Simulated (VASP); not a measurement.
# K2H3Au (P-3m1) in VASP: further runs

Aim: see how the results for K2H3Au move with the level of theory and the settings. Levels: PBEsol, r2SCAN+rVV10. Tasks: single point, relaxation of cell and atoms.

Program: VASP 6.6.1. These are calculated values, not measurements. Logs are shortened: lines on timing, memory, paths and dates and some standing lists are left out, and cuts for length are marked.

### Step 1. The cell of the first run

It takes space group P-3m1 (No. 164, trigonal). Conventional cell: a = 3.456 Å, b = 3.456 Å, c = 9.371 Å, α = 90.00°, β = 90.00°, γ = 120.00°. K (site symmetry 3m) has 7 H at 2.48 to 2.86 Å and 3 Au at 3.31 Å and 6 K at 3.46 Å within 3.5 Å. H (site symmetry 3m) has 6 H at 2.08 to 2.31 Å and 4 K at 2.48 to 2.62 Å within 2.8 Å. H (site symmetry -3m) has 6 H at 2.08 Å and 6 K at 2.86 Å within 2.9 Å. Within 4.8 Å of Au (site symmetry -3m) lie 12 K at 3.31 to 4.78 Å and 6 Au at 3.46 Å and 8 H at 4.57 to 4.69 Å.

### Step 2. Single point, PBEsol

INCAR

```
SYSTEM = K2H3Au
PREC     = Accurate       ! precision mode
ENCUT    = 520            ! plane-wave cutoff, eV
EDIFF    = 1E-7           ! SCF threshold, eV
ISMEAR   = -1             ! smearing method
SIGMA    = 0.03           ! smearing width, eV
LREAL    = .FALSE.        ! projectors in reciprocal space
LASPH    = .TRUE.         ! aspherical terms in the spheres
NELM     = 100            ! most SCF steps
ALGO     = Normal         ! electronic algorithm
ISIF     = 2              ! what is computed and relaxed
LWAVE    = .FALSE.        ! write WAVECAR
LCHARG   = .FALSE.        ! write CHGCAR
GGA      = PS             ! functional
NBANDS   = 25             ! bands
```

KPOINTS

```
Automatic mesh
0
G
  6 6 4
  0 0 0
```

POSCAR

```
K2H3Au
1.0
    3.4563500551      0.0000000000      0.0000000000
   -1.7281750275      2.9932869521      0.0000000000
    0.0000000000      0.0000000000      9.3711613254
K H Au
2 3 1
Direct
    0.6666666667      0.3333333333      0.2184750496
    0.3333333333      0.6666666667      0.7815249504
    0.6666666667      0.3333333333      0.9383868749
    0.3333333333      0.6666666667      0.0616131251
    0.0000000000      0.0000000000      0.0000000000
    0.0000000000      0.0000000000      0.5000000000
```

Potentials or basis: VASP PAW PBE potentials, release 64 (K_sv, H, Au).

Launch:

```console
$ cat potpaw_PBE.64/K_sv/POTCAR potpaw_PBE.64/H/POTCAR potpaw_PBE.64/Au/POTCAR > POTCAR
$ mpirun -np 1 vasp_std > vasp.out
```

OUTCAR:

```text
SYSTEM = K2H3Au
   PREC = Accurate
   ENCUT = 520
   EDIFF = 1E-7
   ISMEAR = -1
   LREAL = .FALSE.
   LASPH = .TRUE.
   NELM = 100
   ISIF = 2
   GGA = PS

 ion  position               nearest neighbor table
   1  0.667  0.333  0.218-   6 3.31   6 3.31   6 3.31
   2  0.333  0.667  0.782-   6 3.31   6 3.31   6 3.31
   3  0.667  0.333  0.938-
   4  0.333  0.667  0.062-
   5  0.000  0.000  0.000-
   6  0.000  0.000  0.500-   1 3.31   2 3.31   2 3.31   1 3.31   1 3.31   2 3.31

  LATTYP: Found a hexagonal cell.
 ALAT       =     3.4563500551
 C/A-ratio  =     2.7112882596

  Lattice vectors:

 A1 = (   3.4563500551,   0.0000000000,   0.0000000000)
 A2 = (  -1.7281750275,   2.9932869521,   0.0000000000)
 A3 = (   0.0000000000,   0.0000000000,   9.3711613254)

Analysis of symmetry for initial positions (statically):
=====================================================================
 Subroutine PRICEL returns:
 Original cell was already a primitive cell.

 Routine SETGRP: Setting up the symmetry group for a
 hexagonal supercell.

 Subroutine GETGRP returns: Found 12 space group operations
 (whereof 12 operations were pure point group operations)
 out of a pool of 24 trial point group operations.

The static configuration has the point symmetry D_3d.

Analysis of symmetry for dynamics (positions and initial velocities):
=====================================================================
 Subroutine PRICEL returns:
 Original cell was already a primitive cell.

 Routine SETGRP: Setting up the symmetry group for a
 hexagonal supercell.

 Subroutine GETGRP returns: Found 12 space group operations
 (whereof 12 operations were pure point group operations)
 out of a pool of 24 trial point group operations.

The dynamic configuration has the point symmetry D_3d.

 Subroutine INISYM returns: Found 12 space group operations
 (whereof 12 operations are pure point group operations),
 and found     1 'primitive' translations

----------------------------------------------------------------------------------------

                                     Primitive cell

  volume of cell :      96.9526

  direct lattice vectors                    reciprocal lattice vectors
     3.456350055  0.000000000  0.000000000     0.289322547  0.167040450  0.000000000
    -1.728175028  2.993286952  0.000000000     0.000000000  0.334080900  0.000000000
     0.000000000  0.000000000  9.371161325     0.000000000  0.000000000  0.106710360

  length of vectors
     3.456350055  3.456350055  9.371161325     0.334080900  0.334080900  0.106710360

  position of ions in fractional coordinates (direct lattice)
     0.666666667  0.333333333  0.218475050
     0.333333333  0.666666667  0.781524950
     0.666666667  0.333333333  0.938386875
     0.333333333  0.666666667  0.061613125
     0.000000000  0.000000000  0.000000000
     0.000000000  0.000000000  0.500000000

  ion indices of the primitive-cell ions
   primitive index   ion index
                 1           1
                 2           2
                 3           3
                 4           4
                 5           5
                 6           6

----------------------------------------------------------------------------------------

 KPOINTS: Automatic mesh

Automatic generation of k-mesh.
 Grid dimensions read from file:
 generate k-points for:    6    6    4

 Generating k-lattice:

  Cartesian coordinates                     Fractional coordinates (reciprocal lattice)
     0.048220424  0.027840075  0.000000000     0.166666667  0.000000000  0.000000000
     0.000000000  0.055680150  0.000000000     0.000000000  0.166666667  0.000000000
     0.000000000  0.000000000  0.026677590     0.000000000  0.000000000  0.250000000

  Length of vectors
     0.055680150  0.055680150  0.026677590

  Shift w.r.t. Gamma in fractional coordinates (k-lattice)
     0.000000000  0.000000000  0.000000000

 Subroutine IBZKPT returns following result:
 ===========================================

 Found     24 irreducible k-points:

 Following reciprocal coordinates:
            Coordinates               Weight
  0.000000  0.000000  0.000000      1.000000
  0.166667 -0.000000  0.000000      6.000000
  0.333333 -0.000000  0.000000      6.000000
  0.500000  0.000000  0.000000      3.000000
  0.166667  0.166667  0.000000      6.000000
  0.333333  0.166667  0.000000     12.000000
[... 16 lines left out ...]
  0.333333  0.166667  0.500000     12.000000
  0.333333  0.333333  0.500000      2.000000
   k-points           NKPTS =     24   k-points in BZ     NKDIM =     24   number of bands    NBANDS=     25
   number of dos      NEDOS =    301   number of ions     NIONS =      6
   total plane-waves  NPLWV =  54880
   dimension x,y,z NGX =    28 NGY =   28 NGZ =   70
   dimension x,y,z NGXF=    56 NGYF=   56 NGZF=  140
   ions per type =               2   3   1
   NGX,Y,Z   is equivalent  to a cutoff of  13.47, 13.47, 12.42 a.u.
   NGXF,Y,Z  is equivalent  to a cutoff of  26.94, 26.94, 24.84 a.u.
 SYSTEM =  K2H3Au
   PREC   = accura    normal or accurate (medium, high low for compatibility)
   ISTART =      0    job   : 0-new  1-cont  2-samecut
   ICHARG =      2    charge: 1-file 2-atom 10-const
   ISPIN  =      1    spin polarized calculation?
   LNONCOLLINEAR =      F non collinear calculations
   LSORBIT =      F    spin-orbit coupling
   LASPH  =      T    aspherical Exc in radial PAW
   ENCUT  =  520.0 eV  38.22 Ry    6.18 a.u.   6.43  6.43 17.42*2*pi/ulx,y,z
   NELM   =    100;   NELMIN=  2; NELMDL= -5     # of ELM steps
   EDIFF  = 0.1E-06   stopping-criterion for ELM
   LREAL  =      F    real-space projection
   EDIFFG = 0.1E-05   stopping-criterion for IOM
   NSW    =      0    number of steps for IOM
   IBRION =     -1    ionic relax: 0-MD 1-quasi-New 2-CG
   NFREE  =      0    steps in history (QN), initial steepest desc. (CG)
   ISIF   =      2    stress and relaxation
   ISYM   =      2    0-nonsym 1-usesym 2-fastsym
   POTIM  = 0.5000    time-step for ionic-motion
   TEBEG  =    0.0;   TEEND  =   0.0 temperature during run
   PSTRESS=    0.0 pullay stress
   NELECT =      32.0000    total number of electrons
   NUPDOWN=      -1.0000    fix difference up-down
   EMIN   =  10.00;   EMAX   =-10.00  energy-range for DOS
   EFERMI =   0.00;   METHOD = LEGACY
   ISMEAR =    -1;   SIGMA  =   0.03  broadening in eV -4-tet -1-fermi 0-gaus
   EFERMI_NEDOS =   21; number of points for ismear=-14 and -15
   IALGO  =     38    algorithm
   IMIX   =      4    mixing-type and parameters
     AMIX     =   0.40;   BMIX     =  1.00
     AMIX_MAG =   1.60;   BMIX_MAG =  1.00
  volume/ion in A,a.u.               =      16.16       109.04
  Fermi-wavevector in a.u.,A,eV,Ry     =   1.131371  2.137981 17.415458  1.280000
  Thomas-Fermi vector in A             =   2.268070
   LORBIT       =      0    0 simple, 1 ext, 2 COOP (PROOUT), +10 PAW based schemes
   GGA     = PS    functional components
   LHFCALC =     F    Hartree Fock is set to
   AEXX    =    0.0000 exact exchange contribution
   IVDW    =     0    specifies the selected vdW correction
   LEPSILON=     F    determine dielectric tensor
   LRPA    =     F    only Hartree local field effects (RPA)
 non-spin polarized calculation
  energy-cutoff  :      520.00
  volume of cell :       96.95
 maximum number of plane-waves:      2643
 NGX is ok and might be reduce to    28
   NGX = 13   NGY = 13   NGZ = 35

 number of electron      32.0000001 magnetization

 Free energy of the ion-electron system (eV)
  ---------------------------------------------------
  ext. energy  EPLUGINS =         0.00000000
  ---------------------------------------------------
  free energy    TOTEN  =       -12.73610666 eV

  energy without entropy =      -12.72460853  energy(sigma->0) =      -12.73035759

 E-fermi :   1.4664     XC(G=0):  -9.2092

 val. band max:        1.3265795872   @ k =   0.1667  -0.0000   0.5000
 cond. band min:       1.4946482440   @ k =  -0.1667   0.5000   0.2500
 fundamental gap:      0.1680686568
 Fermi energy:         1.4664284260

 k-point     1 :       0.0000    0.0000    0.0000
  band No.  band energies     occupation
      1     -28.4665      2.00000
      2     -28.4607      2.00000
      3     -12.1658      2.00000
      4     -11.9709      2.00000
      5     -11.6872      2.00000
      6     -11.6872      2.00000
[... 17 lines left out ...]
     24       8.4747      0.00000
     25      10.6044      0.00000

 k-point     2 :       0.1667   -0.0000    0.0000
  band No.  band energies     occupation
      1     -28.4347      2.00000
      2     -28.4297      2.00000
      3     -12.0981      2.00000
      4     -11.9308      2.00000
      5     -11.9291      2.00000
      6     -11.9239      2.00000
[... 17 lines left out ...]
     24       9.0698      0.00000
     25       9.6592      0.00000

 k-point     3 :       0.3333   -0.0000    0.0000
  band No.  band energies     occupation
      1     -28.3701      2.00000
      2     -28.3671      2.00000
      3     -12.3914      2.00000
      4     -12.3706      2.00000
      5     -11.9372      2.00000
      6     -11.8529      2.00000
[... 17 lines left out ...]
     24       8.6219      0.00000
     25      10.0716      0.00000

 k-point     4 :       0.5000    0.0000    0.0000
  band No.  band energies     occupation
      1     -28.3370      2.00000
      2     -28.3357      2.00000
      3     -12.6013      2.00000
      4     -12.5793      2.00000
      5     -11.8781      2.00000
      6     -11.8734      2.00000
[... 17 lines left out ...]
     24       8.8002      0.00000
     25      10.0551      0.00000
[... 477 lines left out ...]
 k-point    22 :       0.1667    0.1667    0.5000
  band No.  band energies     occupation
      1     -28.3862      2.00000
      2     -28.3831      2.00000
      3     -12.2366      2.00000
      4     -12.2244      2.00000
      5     -11.9608      2.00000
      6     -11.8838      2.00000
[... 17 lines left out ...]
     24       9.2269      0.00000
     25       9.9434      0.00000

 k-point    23 :       0.3333    0.1667    0.5000
  band No.  band energies     occupation
      1     -28.3372      2.00000
      2     -28.3356      2.00000
      3     -12.4807      2.00000
      4     -12.4743      2.00000
      5     -12.0085      2.00000
      6     -12.0022      2.00000
[... 17 lines left out ...]
     24       8.6046      0.00000
     25       9.1126      0.00000

 k-point    24 :       0.3333    0.3333    0.5000
  band No.  band energies     occupation
      1     -28.3203      2.00000
      2     -28.3203      2.00000
      3     -12.3233      2.00000
      4     -12.3233      2.00000
      5     -12.3087      2.00000
      6     -12.2971      2.00000
[... 17 lines left out ...]
     24       8.7632      0.00000
     25       8.7632      0.00000

------------------------ aborting loop because EDIFF is reached ----------------------------------------

  FORCE on cell =-STRESS in cart. coord.  units (eV):
  Direction    XX          YY          ZZ          XY          YZ          ZX
  --------------------------------------------------------------------------------------
  -------------------------------------------------------------------------------------
  Total        0.0239753      0.0239753      0.0434155      0.0000000      0.0000000     -0.0000000
  in kB        0.3962011      0.3962011      0.7174562      0.0000000      0.0000000     -0.0000000
  external PRESSURE =       0.5032862 kB  Pullay stress =       0.0000000 kB

 VOLUME and BASIS-vectors are now :
 -----------------------------------------------------------------------------
  energy-cutoff  :      520.00
  volume of cell :       96.95
      direct lattice vectors                 reciprocal lattice vectors
     3.456350055  0.000000000  0.000000000     0.289322547  0.167040450  0.000000000
    -1.728175028  2.993286952  0.000000000     0.000000000  0.334080900  0.000000000
     0.000000000  0.000000000  9.371161325     0.000000000  0.000000000  0.106710360

 POSITION                                       TOTAL-FORCE (eV/Angst)
 -----------------------------------------------------------------------------------
      1.72818      0.99776      2.04736        -0.000000      0.000000      0.011654
     -0.00000      1.99552      7.32380         0.000000     -0.000000     -0.011654
      1.72818      0.99776      8.79377        -0.000000      0.000000      0.002942
     -0.00000      1.99552      0.57739         0.000000     -0.000000     -0.002942
      0.00000      0.00000      0.00000        -0.000000      0.000000      0.000000
      0.00000      0.00000      4.68558        -0.000000      0.000000      0.000000
 -----------------------------------------------------------------------------------
    total drift:                                0.000000      0.000000      0.000000

  FREE ENERGIE OF THE ION-ELECTRON SYSTEM (eV)
  ---------------------------------------------------
  free  energy   TOTEN  =       -12.7361066576 eV

  energy  without entropy=      -12.7246085296  energy(sigma->0) =      -12.73035759
```

It took 34 s on 1 thread of Intel Xeon 6975P-C (Granite Rapids), shared host; peak memory 0.25 GiB.

What came out:

| Item | Value |
| --- | --- |
| Free energy | -12.7361 eV |
| Pressure | 0.1 GPa |
| Largest force | 0.012 eV/Å |
| Band gap on the k mesh | zero (bands 16 and 17 overlap by 0.34 eV) |

Forces in eV/Å, atoms in the order of the input:
```
K    0.000  0.000  0.012
K    0.000  0.000 -0.012
H    0.000  0.000  0.003
H    0.000  0.000 -0.003
H    0.000  0.000  0.000
Au   0.000  0.000  0.000
```

Caveat: the PAW data sets were made with another functional, which shifts forces and pressure a little; spin-orbit coupling is left out, which moves the levels of the heavy elements.

(Part 1 of 3 ends here.)
